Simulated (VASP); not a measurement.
# MgTi24O48 (a cell with a defect) in VASP: single point with LDA

Aim: the single point of MgTi24O48 (a cell with a defect) with LDA.

Everything below comes from runs of VASP 6.6.1. Logs are shortened: lines on timing, memory, paths and dates and some standing lists are left out, and cuts for length are marked.

## Step 1: The cell of the first run

The cell holds a defect, 73 atoms: a = 9.183 Å, b = 9.183 Å, c = 8.817 Å, α = 90.00°, β = 90.00°, γ = 90.00°.

## Step 2: Single point, LDA

Contents of INCAR:

```
SYSTEM = MgTi24O48
PREC = Accurate
ENCUT = 520
EDIFF = 1E-6
ISMEAR = -1
SIGMA = 0.05
LREAL = Auto
LASPH = .True.
NELM = 120
ALGO = Normal
ISIF = 2
LWAVE = .False.
LCHARG = .True.
GGA = CA
LELF = .True.
LVHAR = .True.
NELECT = 576.0
ISYM = 0
NBANDS = 331
GGA_COMPAT = .False.
```

Contents of KPOINTS:

```
Automatic mesh
0
Gamma
  1 1 1
  0.25 0.25 0.25
```

Contents of POSCAR:

```
MgTi24O48
1.0
    9.1828280000      0.0000000000      0.0000000000
    0.0000000000      9.1828280000      0.0000000000
    0.0000000000      0.0000000000      8.8166120000
Ti O Mg
24 48 1
Direct
    0.0085450000      0.0225370000      0.0013330000
    0.0042090000      0.9959030000      0.3279180000
    0.0056860000      0.9955800000      0.6744240000
    0.9979230000      0.4849030000      0.0008300000
    0.0014500000      0.5113310000      0.3276640000
    0.0014140000      0.5120820000      0.6741990000
    0.4973040000      0.0047990000      0.0006840000
    0.4997160000      0.9852040000      0.3328150000
    0.4992840000      0.9852350000      0.6685180000
    0.5090940000      0.5026950000      0.0016390000
    0.5061040000      0.5226310000      0.3339710000
    0.5077330000      0.5218000000      0.6696800000
    0.2646820000      0.2584720000      0.1718140000
    0.2153860000      0.2483980000      0.5008900000
    0.2648730000      0.2590480000      0.8301000000
    0.2480150000      0.7494780000      0.1629150000
    0.2479610000      0.7547900000      0.5012060000
    0.2489940000      0.7489150000      0.8399210000
    0.7411320000      0.2491580000      0.1720890000
    0.7909730000      0.2590440000      0.5013570000
    0.7421940000      0.2482780000      0.8304160000
    0.7576160000      0.7576800000      0.1623840000
    0.7584070000      0.7526340000      0.5009610000
    0.7582410000      0.7588610000      0.8394000000
    0.1573130000      0.1600660000      0.0011920000
    0.1509710000      0.1564670000      0.3260870000
    0.1506540000      0.1569250000      0.6762940000
    0.1534860000      0.6556940000      0.0013210000
    0.1518220000      0.6574720000      0.3360970000
    0.1516420000      0.6576580000      0.6663610000
    0.6501470000      0.1578750000      0.0011690000
    0.6487450000      0.1664450000      0.3464290000
    0.6490660000      0.1664400000      0.6561160000
    0.6560760000      0.6582590000      0.0010850000
    0.6525660000      0.6641450000      0.3319950000
    0.6530020000      0.6640190000      0.6704060000
    0.3563420000      0.3495970000      0.0012360000
    0.3573280000      0.3411620000      0.3464030000
    0.3578530000      0.3409000000      0.6560970000
    0.3503180000      0.8492780000      0.0013030000
    0.3536060000      0.8434750000      0.3321320000
    0.3537080000      0.8433240000      0.6705450000
    0.8491470000      0.3474400000      0.0013570000
    0.8558350000      0.3505360000      0.3261100000
    0.8554670000      0.3510090000      0.6763130000
    0.8529850000      0.8517750000      0.0013010000
    0.8546800000      0.8498470000      0.3361020000
    0.8546680000      0.8500440000      0.6663440000
    0.1052640000      0.4086900000      0.1693350000
    0.0933470000      0.4047410000      0.5013890000
    0.1053290000      0.4087550000      0.8329460000
    0.1020440000      0.9071820000      0.1659920000
    0.1059560000      0.9083410000      0.5012920000
    0.1020850000      0.9070380000      0.8366180000
    0.6013460000      0.4087010000      0.1701690000
    0.6013270000      0.4087070000      0.8323640000
    0.6045720000      0.9083830000      0.1659810000
    0.6049020000      0.9056670000      0.5012400000
    0.6045640000      0.9085940000      0.8366370000
    0.4052930000      0.0988280000      0.1702440000
    0.3925780000      0.0814090000      0.5015780000
    0.4049670000      0.0987510000      0.8324080000
    0.4018630000      0.5989800000      0.1657920000
    0.4015110000      0.6018000000      0.5015580000
    0.4018920000      0.5990180000      0.8364140000
    0.9011230000      0.0987150000      0.1694560000
    0.9130870000      0.1027390000      0.5011700000
    0.9012240000      0.0988030000      0.8330930000
    0.9043420000      0.6004130000      0.1660510000
    0.9005040000      0.5991870000      0.5011430000
    0.9043680000      0.6003450000      0.8366580000
    0.6138680000      0.4261220000      0.5008930000
    0.5032250000      0.2536940000      0.5010030000
```

Potentials or basis: VASP PAW LDA potentials, release 64 (Ti_sv, O, Mg).

Started as:

```
> cat potpaw_LDA.64/Ti_sv/POTCAR potpaw_LDA.64/O/POTCAR potpaw_LDA.64/Mg/POTCAR > POTCAR
> mpirun -np 1 vasp_std > vasp.out
```

OUTCAR:

```text
SYSTEM = MgTi24O48
   PREC = Accurate
   ENCUT = 520
   EDIFF = 1E-6
   ISMEAR = -1
   LREAL = Auto
   LASPH = .True.
   NELM = 120
   ISIF = 2
   GGA = CA
   NELECT = 576.0
   ISYM = 0

 ion  position               nearest neighbor table
   1  0.009  0.023  0.001-  25 1.86  66 1.91  68 1.91  52 1.99  54 1.99  46 2.12   2 2.89   3 2.89

   2  0.004  0.996  0.328-  52 1.87  47 1.92  66 1.93  53 1.96  26 2.00  67 2.00   1 2.89
   3  0.006  0.996  0.674-  54 1.87  48 1.93  68 1.94  53 1.95  27 1.99  67 2.01   1 2.89
   4  0.998  0.485  0.001-  43 1.86  51 1.91  49 1.92  71 1.99  69 2.00  28 2.12   6 2.89   5 2.89
[... 55 lines left out ...]
  59  0.605  0.909  0.837-   9 1.90   7 1.96  24 1.97
  60  0.405  0.099  0.170-   7 1.92  13 1.95   8 1.97
  61  0.393  0.081  0.502-  73 1.88   9 1.98   8 1.99  14 2.24
  62  0.405  0.099  0.832-   7 1.91  15 1.96   9 1.98
  63  0.402  0.599  0.166-  11 1.90  10 1.96  16 1.98
  64  0.402  0.602  0.502-  11 1.91  12 1.92  17 1.99
  65  0.402  0.599  0.836-  12 1.90  18 1.97  10 1.97
  66  0.901  0.099  0.169-   1 1.91   2 1.93  19 2.02
  67  0.913  0.103  0.501-  20 1.82   2 2.00   3 2.01
  68  0.901  0.099  0.833-   1 1.91   3 1.94  21 2.00
  69  0.904  0.600  0.166-   5 1.87  22 1.98   4 2.00
  70  0.901  0.599  0.501-  23 1.92   6 1.96   5 1.96
  71  0.904  0.600  0.837-   6 1.87  24 1.98   4 1.99
  72  0.614  0.426  0.501-  73 1.88  11 1.98  12 1.98  20 2.24
  73  0.503  0.254  0.501-  61 1.88  72 1.88  32 2.07  39 2.07  38 2.07  33 2.08  20 2.64  14 2.64
                             9 2.87  11 2.88  12 2.88   8 2.88

IMPORTANT INFORMATION: All symmetrisations will be switched off!
NOSYMM: (Re-)initialisation of all symmetry stuff for point group C_1.

----------------------------------------------------------------------------------------

                                     Primitive cell

  volume of cell :     743.4549

  direct lattice vectors                    reciprocal lattice vectors
     9.182828000  0.000000000  0.000000000     0.108898914  0.000000000  0.000000000
     0.000000000  9.182828000  0.000000000     0.000000000  0.108898914  0.000000000
     0.000000000  0.000000000  8.816612000     0.000000000  0.000000000  0.113422253

  length of vectors
     9.182828000  9.182828000  8.816612000     0.108898914  0.108898914  0.113422253

  position of ions in fractional coordinates (direct lattice)
     0.008545000  0.022537000  0.001333000
     0.004209000  0.995903000  0.327918000
     0.005686000  0.995580000  0.674424000
     0.997923000  0.484903000  0.000830000
     0.001450000  0.511331000  0.327664000
     0.001414000  0.512082000  0.674199000
[... 65 lines left out ...]
     0.613868000  0.426122000  0.500893000
     0.503225000  0.253694000  0.501003000

  ion indices of the primitive-cell ions
   primitive index   ion index
                 1           1
                 2           2
                 3           3
                 4           4
                 5           5
                 6           6
[... 65 lines left out ...]
                72          72
                73          73

----------------------------------------------------------------------------------------

 KPOINTS: Automatic mesh

Automatic generation of k-mesh.
 Grid dimensions read from file:
 generate k-points for:    1    1    1

 Generating k-lattice:

  Cartesian coordinates                     Fractional coordinates (reciprocal lattice)
     0.108898914  0.000000000  0.000000000     1.000000000  0.000000000  0.000000000
     0.000000000  0.108898914  0.000000000     0.000000000  1.000000000  0.000000000
     0.000000000  0.000000000  0.113422253     0.000000000  0.000000000  1.000000000

  Length of vectors
     0.108898914  0.108898914  0.113422253

  Shift w.r.t. Gamma in fractional coordinates (k-lattice)
     0.250000000  0.250000000  0.250000000

 Subroutine IBZKPT returns following result:
 ===========================================

 Found      4 irreducible k-points:

 Following reciprocal coordinates:
            Coordinates               Weight
  0.250000  0.250000  0.250000      2.000000
 -0.250000  0.250000  0.250000      2.000000
 -0.250000 -0.250000  0.250000      2.000000
  0.250000 -0.250000  0.250000      2.000000
   k-points           NKPTS =      4   k-points in BZ     NKDIM =      4   number of bands    NBANDS=    331
   number of dos      NEDOS =    301   number of ions     NIONS =     73
   total plane-waves  NPLWV = 343000
   dimension x,y,z NGX =    70 NGY =   70 NGZ =   70
   dimension x,y,z NGXF=   140 NGYF=  140 NGZF=  140
   ions per type =              24  48   1
   NGX,Y,Z   is equivalent  to a cutoff of  12.67, 12.67, 13.20 a.u.
   NGXF,Y,Z  is equivalent  to a cutoff of  25.35, 25.35, 26.40 a.u.
 SYSTEM =  MgTi24O48
   PREC   = accura    normal or accurate (medium, high low for compatibility)
   ISTART =      0    job   : 0-new  1-cont  2-samecut
   ICHARG =      2    charge: 1-file 2-atom 10-const
   ISPIN  =      1    spin polarized calculation?
   LNONCOLLINEAR =      F non collinear calculations
   LSORBIT =      F    spin-orbit coupling
   LASPH  =      T    aspherical Exc in radial PAW
   ENCUT  =  520.0 eV  38.22 Ry    6.18 a.u.  17.07 17.07 16.39*2*pi/ulx,y,z
   NELM   =    120;   NELMIN=  2; NELMDL= -5     # of ELM steps
   EDIFF  = 0.1E-05   stopping-criterion for ELM
   LREAL  =      T    real-space projection
   EDIFFG = 0.1E-04   stopping-criterion for IOM
   NSW    =      0    number of steps for IOM
   IBRION =     -1    ionic relax: 0-MD 1-quasi-New 2-CG
   NFREE  =      0    steps in history (QN), initial steepest desc. (CG)
   ISIF   =      2    stress and relaxation
   ISYM   =      0    0-nonsym 1-usesym 2-fastsym
   POTIM  = 0.5000    time-step for ionic-motion
   TEBEG  =    0.0;   TEEND  =   0.0 temperature during run
   PSTRESS=    0.0 pullay stress
   NELECT =     576.0000    total number of electrons
   NUPDOWN=      -1.0000    fix difference up-down
   EMIN   =  10.00;   EMAX   =-10.00  energy-range for DOS
   EFERMI =   0.00;   METHOD = LEGACY
   ISMEAR =    -1;   SIGMA  =   0.05  broadening in eV -4-tet -1-fermi 0-gaus
   EFERMI_NEDOS =   21; number of points for ismear=-14 and -15
   IALGO  =     38    algorithm
   IMIX   =      4    mixing-type and parameters
     AMIX     =   0.40;   BMIX     =  1.00
     AMIX_MAG =   1.60;   BMIX_MAG =  1.00
  volume/ion in A,a.u.               =      10.18        68.73
  Fermi-wavevector in a.u.,A,eV,Ry     =   1.503595  2.841382 30.760010  2.260797
  Thomas-Fermi vector in A             =   2.614684
   LORBIT       =      0    0 simple, 1 ext, 2 COOP (PROOUT), +10 PAW based schemes
   GGA     = CA    functional components
   LHFCALC =     F    Hartree Fock is set to
   AEXX    =    0.0000 exact exchange contribution
   IVDW    =     0    specifies the selected vdW correction
   LEPSILON=     F    determine dielectric tensor
   LRPA    =     F    only Hartree local field effects (RPA)
 non-spin polarized calculation
  energy-cutoff  :      520.00
  volume of cell :      743.45
 maximum number of plane-waves:     20027
 NGX is ok and might be reduce to    70
   NGX = 35   NGY = 35   NGZ = 33

 number of electron     575.9999993 magnetization

 Free energy of the ion-electron system (eV)
  ---------------------------------------------------
  ext. energy  EPLUGINS =         0.00000000
  ---------------------------------------------------
  free energy    TOTEN  =      -722.42842162 eV

  energy without entropy =     -722.42842161  energy(sigma->0) =     -722.42842162

 E-fermi :   5.6116     XC(G=0): -12.0682

 val. band max:        4.5292288154   @ k =  -0.2500  -0.2500   0.2500
 cond. band min:       6.7172839603   @ k =  -0.2500  -0.2500   0.2500
 fundamental gap:      2.1880551449
 Fermi energy:         5.6115924931

 k-point     1 :       0.2500    0.2500    0.2500
  band No.  band energies     occupation
      1     -51.4017      2.00000
      2     -51.4011      2.00000
      3     -51.3730      2.00000
      4     -51.3718      2.00000
      5     -51.3542      2.00000
      6     -51.3540      2.00000
[... 1201 lines left out ...]
    299       7.1180      0.00000
    300       7.1256      0.00000
 [bands above 300 left out]

------------------------ aborting loop because EDIFF is reached ----------------------------------------

  FORCE on cell =-STRESS in cart. coord.  units (eV):
  Direction    XX          YY          ZZ          XY          YZ          ZX
  --------------------------------------------------------------------------------------
  -------------------------------------------------------------------------------------
  Total      -35.5060156    -26.3266474    -37.6791909      3.7460528     -0.0182977     -0.0551537
  in kB      -76.5169928    -56.7350591    -81.2002793      8.0729051     -0.0394324     -0.1188586
  external PRESSURE =     -71.4841104 kB  Pullay stress =       0.0000000 kB

 VOLUME and BASIS-vectors are now :
 -----------------------------------------------------------------------------
  energy-cutoff  :      520.00
  volume of cell :      743.45
      direct lattice vectors                 reciprocal lattice vectors
     9.182828000  0.000000000  0.000000000     0.108898914  0.000000000  0.000000000
     0.000000000  9.182828000  0.000000000     0.000000000  0.108898914  0.000000000
     0.000000000  0.000000000  8.816612000     0.000000000  0.000000000  0.113422253

 POSITION                                       TOTAL-FORCE (eV/Angst)
 -----------------------------------------------------------------------------------
      0.07847      0.20695      0.01175        -0.006590     -0.043922     -0.002942
      0.03865      9.14521      2.89113         0.003595      0.025277      0.038974
      0.05221      9.14224      5.94613        -0.015304      0.033924     -0.032848
      9.16376      4.45278      0.00732         0.021758      0.060640      0.017887
      0.01332      4.69546      2.88889         0.011930     -0.022614      0.034408
      0.01298      4.70236      5.94415         0.000422     -0.032466     -0.031461
[... 65 lines left out ...]
      5.63704      3.91301      4.41618        -0.124730     -0.072758      0.014045
      4.62103      2.32963      4.41715         0.002674      0.011440      0.002430
 -----------------------------------------------------------------------------------
    total drift:                                0.022407      0.010663     -0.040647

  FREE ENERGIE OF THE ION-ELECTRON SYSTEM (eV)
  ---------------------------------------------------
  free  energy   TOTEN  =      -722.4284216167 eV

  energy  without entropy=     -722.4284216148  energy(sigma->0) =     -722.42842162
```

It took 63 min on 1 thread of AMD EPYC 7R43 (Zen 3), shared host; peak memory 0.83 GiB.

What came out:

```
Free energy   : -722.4284 eV
Largest force : 0.145 eV/Å
```

Forces on the atoms (eV/Å):
```
Ti  -0.007 -0.044 -0.003
Ti   0.004  0.025  0.039
Ti  -0.015  0.034 -0.033
Ti   0.022  0.061  0.018
Ti   0.012 -0.023  0.034
Ti   0.000 -0.032 -0.031
Ti   0.012  0.003 -0.002
Ti  -0.019  0.034 -0.006
Ti  -0.009  0.036  0.023
Ti  -0.015  0.005 -0.002
Ti   0.022 -0.042 -0.018
Ti   0.020 -0.025 -0.004
Ti  -0.010 -0.015  0.002
Ti   0.112 -0.024  0.018
Ti  -0.013 -0.013  0.000
Ti   0.021  0.005  0.026
Ti   0.029 -0.006  0.000
Ti  -0.001  0.001 -0.034
Ti   0.021  0.007  0.000
Ti  -0.097  0.025 -0.002
Ti   0.005  0.017 -0.004
Ti  -0.006  0.004  0.034
Ti  -0.026  0.009  0.004
Ti  -0.025 -0.015 -0.027
O    0.017 -0.004  0.011
O   -0.008  0.035  0.010
O    0.013  0.022 -0.011
O    0.015  0.025 -0.002
O    0.015  0.013  0.007
O    0.021  0.014  0.007
O    0.029  0.013  0.011
O   -0.041  0.069  0.053
O   -0.051  0.075 -0.063
O    0.010  0.017  0.000
O    0.029  0.005  0.010
O    0.026  0.010  0.005
O   -0.035 -0.007 -0.002
O    0.053 -0.075  0.056
O    0.033 -0.071 -0.059
O   -0.010 -0.022 -0.003
O   -0.030 -0.010 -0.001
O   -0.039 -0.008 -0.012
O   -0.018  0.005 -0.009
O   -0.020 -0.024  0.013
O    0.002 -0.038 -0.012
O   -0.023 -0.032  0.003
O   -0.026 -0.015 -0.003
O   -0.017 -0.012 -0.006
O   -0.023  0.012  0.001
O   -0.085  0.050 -0.014
O   -0.028  0.015  0.004
O   -0.015  0.009 -0.013
O   -0.039 -0.012 -0.003
O   -0.012  0.020  0.014
O   -0.039  0.015 -0.001
O   -0.027  0.010  0.007
O   -0.032  0.002 -0.010
O   -0.014 -0.001 -0.011
O   -0.030 -0.006 -0.001
O    0.032 -0.016 -0.010
O    0.122  0.058 -0.019
O    0.043 -0.018 -0.002
O    0.029  0.005  0.004
O    0.015  0.006  0.006
O    0.036 -0.007  0.014
O    0.021 -0.009 -0.007
O    0.081 -0.043  0.007
O    0.027 -0.017 -0.003
O    0.018 -0.025 -0.022
O    0.038  0.010 -0.003
O    0.019 -0.010  0.011
O   -0.125 -0.073  0.014
Mg   0.003  0.011  0.002
```

Caveat: the cell carries a net charge on a neutralising background, which shifts energy and pressure; the cell is charged against a uniform background, so pressure and absolute levels hang on convention.
